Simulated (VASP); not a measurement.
Input of a VASP 6.6.1 run:

INCAR

```
SYSTEM = KHgF2
ALGO     = Normal         ! electronic algorithm
EDIFF    = 1E-6           ! SCF threshold, eV
EDIFFG   = -0.04          ! ionic threshold
ENCUT    = 600            ! plane-wave cutoff, eV
GGA      = PE             ! functional
IBRION   = 2              ! ionic algorithm
ISIF     = 3              ! what is computed and relaxed
ISMEAR   = 0              ! smearing method
LASPH    = .TRUE.         ! aspherical terms in the spheres
LCHARG   = .FALSE.        ! write CHGCAR
LREAL    = .FALSE.        ! projectors in reciprocal space
LWAVE    = .FALSE.        ! write WAVECAR
NELM     = 100            ! most SCF steps
NSW      = 90             ! ionic steps
PREC     = Accurate       ! precision mode
SIGMA    = 0.1            ! smearing width, eV
```

Contents of KPOINTS:

```
k-points
0
G
  4 4 4
  0 0 0
```

Contents of POSCAR:

```
KHgF2
1.0
    4.1889974400      0.0000000000      0.0000000000
    0.0000000000      4.1889974400      0.0000000000
    0.0000000000      0.0000000000      4.0350827600
K Hg F
1 1 2
Direct
    0.5000000000      0.5000000000      0.5000000000
    0.0000000000      0.0000000000      0.0000000000
    0.5000000000      0.0000000000      0.0000000000
    0.0000000000      0.5000000000      0.0000000000
```

Potentials or basis: VASP PAW PBE potentials, release 64 (K_sv, Hg, F).

Run with:

```bash
$ cat potpaw_PBE.64/K_sv/POTCAR potpaw_PBE.64/Hg/POTCAR potpaw_PBE.64/F/POTCAR > POTCAR
$ mpirun -np 1 vasp_std > vasp.out
```

**Question.** Predict the band gap on the k mesh.

**Answer.** Zero (an odd number of electrons rules out a gap without spin polarisation).

**Question.** Estimate the relaxed volume.

**Answer.** 19.66 Å³/atom.

**Question.** What does it give for the relaxed cell?

**Answer.** a = 4.863 Å, b = 4.863 Å, c = 3.325 Å, α = 90.00°, β = 90.00°, γ = 90.00°.

**Question.** Estimate the space group after relaxing (to 0.1 Å).

**Answer.** P4/mmm (No. 123).

Final structure:
```
K Hg F
1.0
     4.86304    0.00000    0.00000
     0.00000    4.86304    0.00000
     0.00000    0.00000    3.32500
K Hg F
1 1 2
Direct
  0.50000 0.50000 0.50000
  0.00000 0.00000 0.00000
  0.50000 0.00000 0.00000
  0.00000 0.50000 0.00000
```

Caveat: the k points lie up to 0.47 Å⁻¹ apart in the final cell, too coarse for converged energies and pressures of a metal; a cell axis changed by over 15 % at a fixed basis, so the end point is rough; spin-orbit coupling is left out, which moves the levels of the heavy elements; an odd number of electrons without spin polarisation forces a metal; a magnetic or distorted state may lie lower.
